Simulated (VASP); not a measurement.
Input of a VASP 6.6.1 run:

File INCAR:

```
SYSTEM = ZnS
PREC     = Accurate       ! precision mode
ENCUT    = 520            ! plane-wave cutoff, eV
EDIFF    = 1E-6           ! SCF threshold, eV
ISMEAR   = -1             ! smearing method
SIGMA    = 0.05           ! smearing width, eV
LREAL    = .FALSE.        ! projectors in reciprocal space
LASPH    = .TRUE.         ! aspherical terms in the spheres
NELM     = 80             ! most SCF steps
ALGO     = Normal         ! electronic algorithm
ISIF     = 2              ! what is computed and relaxed
LWAVE    = .FALSE.        ! write WAVECAR
LCHARG   = .FALSE.        ! write CHGCAR
GGA      = RP             ! functional
NBANDS   = 16             ! bands
```

KPOINTS

```
regular mesh
0
G
  6 6 6
  0 0 0
```

File POSCAR:

```
ZnS
1.0
    0.0264090000      2.7362640000      2.7296300000
    2.6798020000      0.0453110000      2.7107280000
    2.7053080000      2.7428680000      0.0198050000
Zn S
1 1
Direct
    0.7575557387      0.7459164385      0.7498385939
   -0.0154082158      0.0083277299      0.0003290746
```

Potentials or basis: VASP PAW PBE potentials, release 64 (Zn, S).

The run is started by

```sh
$ cat potpaw_PBE.64/Zn/POTCAR potpaw_PBE.64/S/POTCAR > POTCAR
$ mpirun -np 1 vasp_std > vasp.out
```

(1) What does it give for the band gap on the k mesh?

(2) Estimate the pressure.

(3) Estimate the largest force.

Results:

(1) 2.20 eV, direct.

(2) 4.6 GPa.

(3) 0.454 eV/Å.

Caveat: the cell differs from its parent crystal (the cell strained at random); the PAW data sets were made with another functional, which shifts forces and pressure a little.
